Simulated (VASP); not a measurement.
Here is a VASP 6.6.1 calculation.

The input INCAR:

```
SYSTEM = Pd
AGGAC    = 1.0          
AGGAX    = 1.0          
ALDAC    = 0.0          
ALDAX    = 1.0          
ALGO     = Normal         ! electronic algorithm
EDIFF    = 1E-6           ! SCF threshold, eV
ENCUT    = 520            ! plane-wave cutoff, eV
GGA      = B5             ! functional
ISIF     = 2              ! what is computed and relaxed
ISMEAR   = -1             ! smearing method
LASPH    = .True.         ! aspherical terms in the spheres
LCHARG   = .False.        ! write CHGCAR
LREAL    = .False.        ! projectors in reciprocal space
LWAVE    = .False.        ! write WAVECAR
NBANDS   = 11             ! bands
NELM     = 60             ! most SCF steps
PREC     = Accurate       ! precision mode
SIGMA    = 0.1            ! smearing width, eV
```

File KPOINTS:

```
k-points
0
Gamma
  15 15 15
  0 0 0
```

File POSCAR:

```
Pd
1.0
   -1.5598490124      1.5598490124      1.5598490124
    1.5598490124     -1.5598490124      1.5598490124
    1.5598490124      1.5598490124     -1.5598490124
Pd
1
Direct
    0.0000000000      0.0000000000      0.0000000000
```

Potentials or basis: VASP PAW PBE potentials, release 64 (Pd).

Run with:

```sh
$ cat potpaw_PBE.64/Pd/POTCAR > POTCAR
$ mpirun -np 1 vasp_std > vasp.out
```

What does it give for the pressure?

13.9 GPa.

Predict the band gap on the k mesh.

zero (band 5 reaches 10.35 eV, above the bottom of band 6 at 8.78 eV).

Caveat: the PAW data sets were made with another functional, which shifts forces and pressure a little.
